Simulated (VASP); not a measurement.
# Ti3Si (Fm-3m) in VASP: a series of runs, part 2 of 2

VASP 6.6.1.

### Step 3. Single point, LDA

This run uses another cell than the first one, of 17.10 Å³/atom, 1.023 times its volume.

INCAR reads:

```
ALGO     = Normal         # electronic algorithm
EDIFF    = 1E-6           # SCF threshold, eV
ENCUT    = 520            # plane-wave cutoff, eV
ISIF     = 2              # what is computed and relaxed
ISMEAR   = -1             # smearing method
LASPH    = T              # aspherical terms in the spheres
LCHARG   = T              # write CHGCAR
LELF     = T              # ELF
LREAL    = F              # projectors in reciprocal space
LVHAR    = T            
LWAVE    = F              # write WAVECAR
NBANDS   = 28             # bands
NELM     = 100            # most SCF steps
PREC     = Accurate       # precision mode
SIGMA    = 0.1            # smearing width, eV
```

KPOINTS reads:

```
k-points
0
Gamma
  6 6 6
```

POSCAR reads:

```
Ti3Si
1.0
    0.0000000000      3.2458561747      3.2458561747
    3.2458561747      0.0000000000      3.2458561747
    3.2458561747      3.2458561747      0.0000000000
Ti Si
3 1
Direct
    0.7500000000      0.7500000000      0.7500000000
    0.2500000000      0.2500000000      0.2500000000
    0.0000000000      0.0000000000      0.0000000000
    0.5000000000      0.5000000000      0.5000000000
```

Potentials or basis: VASP PAW LDA potentials, release 64 (Ti_sv, Si).

Command:

```
$ cat potpaw_LDA.64/Ti_sv/POTCAR potpaw_LDA.64/Si/POTCAR > POTCAR
$ mpirun -np 1 vasp_std > vasp.out
```

OUTCAR:

```text
EDIFF = 1E-6
   ENCUT = 520
   ISIF = 2
   ISMEAR = -1
   LASPH = T
   LREAL = F
   NELM = 100
   PREC = Accurate

 ion  position               nearest neighbor table
   1  0.750  0.750  0.750-   4 2.81   4 2.81   4 2.81   3 2.81   4 2.81   3 2.81   3 2.81   3 2.81

   2  0.250  0.250  0.250-   3 2.81   3 2.81   3 2.81   3 2.81   4 2.81   4 2.81   4 2.81   4 2.81

   3  0.000  0.000  0.000-   1 2.81   1 2.81   1 2.81   1 2.81   2 2.81   2 2.81   2 2.81   2 2.81

[... 687 lines left out ...]
  --------------------------------------------------------------------------------------
  -------------------------------------------------------------------------------------
  Total       -7.5593823     -7.5593823     -7.5593823      0.0000000      0.0000000      0.0000000
  in kB     -177.0839002   -177.0839002   -177.0839002      0.0000000      0.0000000      0.0000000
  external PRESSURE =    -177.0839002 kB  Pullay stress =       0.0000000 kB

 VOLUME and BASIS-vectors are now :
 -----------------------------------------------------------------------------
  energy-cutoff  :      520.00
  volume of cell :       68.39
      direct lattice vectors                 reciprocal lattice vectors
     0.000000000  3.245856175  3.245856175    -0.154042562  0.154042562  0.154042562
     3.245856175  0.000000000  3.245856175     0.154042562 -0.154042562  0.154042562
     3.245856175  3.245856175  0.000000000     0.154042562  0.154042562 -0.154042562

 POSITION                                       TOTAL-FORCE (eV/Angst)
 -----------------------------------------------------------------------------------
      4.86878      4.86878      4.86878         0.000000     -0.000000      0.000000
      1.62293      1.62293      1.62293         0.000000      0.000000     -0.000000
      0.00000      0.00000      0.00000        -0.000000     -0.000000     -0.000000
      3.24586      3.24586      3.24586        -0.000000     -0.000000     -0.000000
 -----------------------------------------------------------------------------------
    total drift:                                0.000000      0.000000      0.000000

  FREE ENERGIE OF THE ION-ELECTRON SYSTEM (eV)
  ---------------------------------------------------
  free  energy   TOTEN  =       -32.6073507344 eV

  energy  without entropy=      -32.3866519994  energy(sigma->0) =      -32.49700137
```

OSZICAR:

```text
N       E                     dE             d eps       ncg     rms          rms(c)
DAV:   1     0.462224983391E+03    0.46222E+03   -0.20093E+04   904   0.166E+03
DAV:   2     0.156342630861E+02   -0.44659E+03   -0.43831E+03   900   0.495E+02
DAV:   3    -0.316710170060E+02   -0.47305E+02   -0.46077E+02  1624   0.142E+02
DAV:   4    -0.360971097364E+02   -0.44261E+01   -0.43884E+01  1368   0.361E+01
DAV:   5    -0.363142521156E+02   -0.21714E+00   -0.21685E+00  1396   0.693E+00    0.147E+01
DAV:   6    -0.325980448659E+02    0.37162E+01   -0.21886E+01  1292   0.359E+01    0.332E+00
DAV:   7    -0.326750922625E+02   -0.77047E-01   -0.18446E+00  1292   0.106E+01    0.335E+00
DAV:   8    -0.326193405358E+02    0.55752E-01   -0.41858E-01  1252   0.728E+00    0.230E+00
DAV:   9    -0.326135339982E+02    0.58065E-02   -0.27437E-01  1132   0.403E+00    0.535E-01
DAV:  10    -0.326062768213E+02    0.72572E-02   -0.65022E-02  1132   0.201E+00    0.357E-01
DAV:  11    -0.326073507784E+02   -0.10740E-02   -0.79496E-03  1236   0.748E-01    0.930E-02
DAV:  12    -0.326073510646E+02   -0.28619E-06   -0.79999E-04  1324   0.218E-01    0.325E-02
DAV:  13    -0.326073513953E+02   -0.33071E-06   -0.40314E-05  1164   0.620E-02    0.823E-03
DAV:  14    -0.326073507344E+02    0.66088E-06   -0.73636E-06  1252   0.161E-02
   1 F= -.32607351E+02 E0= -.32497001E+02  d E =-.220699E+00
```

It took 42 s on 1 thread of AMD EPYC 7R13 (Zen 3), shared host; peak memory 0.15 GiB.

Results:

```yaml
Free_energy: -32.6074 eV
Pressure: -17.7 GPa
Band_gap_on_the_k_mesh: zero (band 20 reaches 8.18 eV, above the bottom of band 21 at 7.89 eV)
```
